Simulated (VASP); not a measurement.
Write the native input for VASP 6.6.1 that does the following.

| Quantity | Value |
| --- | --- |
| Task | single point |
| Functional | LDA |
| Potentials or basis | VASP PAW LDA potentials, release 64 (Si) |
| Cutoff | 520 eV |
| k mesh | 10 × 10 × 6 |
| Occupations | gaussian, width 0.05 eV |
| Spin | no spin polarisation |
| Dipole correction | no |
| Further INCAR settings | ALGO = Normal; EDIFF = 1e-06; NBANDS = 16 |

The structure of Si lies in POSCAR:

```
Si
1.0
    0.0000000000     -2.7007989451     -2.7007989451
    0.0000000000      2.7007989451     -2.7007989451
    5.4015978902      0.0000000000      0.0000000000
Si
4
Direct
    0.5266199060      0.4824657518      0.0000000000
   -0.0266199060      0.0175342482      0.5000000000
    0.0066404630      0.5112477809      0.2500000000
    0.4933595370     -0.0112477809      0.7500000000
```

This cell differs from its parent crystal: mode 4 frozen in at -0.084 Å and mode 9 at -0.040 Å (largest displacements).

One way to write it, as run:

INCAR

```
PREC = Accurate ; ENCUT = 520
EDIFF = 1E-6 ; ISMEAR = 0
SIGMA = 0.05 ; LREAL = F
LASPH = T ; NELM = 80
ALGO = Normal ; ISIF = 2
LWAVE = F ; LCHARG = F
GGA = CA ; NBANDS = 16
```

KPOINTS

```
Automatic mesh
0
Gamma
  10 10 6
```

Potentials or basis: VASP PAW LDA potentials, release 64 (Si).

Run with:

```console
$ cat potpaw_LDA.64/Si/POTCAR > POTCAR
$ mpirun -np 1 vasp_std > vasp.out
```

It gave:

```yaml
Pressure: 0.1 GPa
Largest_force: 1.022 eV/Å
Band_gap_on_the_k_mesh: 0.39 eV, indirect (least direct gap 0.60 eV)
```

Caveat: the cell differs from its parent crystal (mode 4 frozen in at -0.084 Å and mode 9 at -0.040 Å (largest displacements)); forces of over 1 eV/Å act on the atoms, so gaps and moduli don't describe the material at rest.

Run time: 99 s on 1 thread of AMD EPYC 9R14 (Zen 4), on a shared host, peak memory 0.25 GiB.
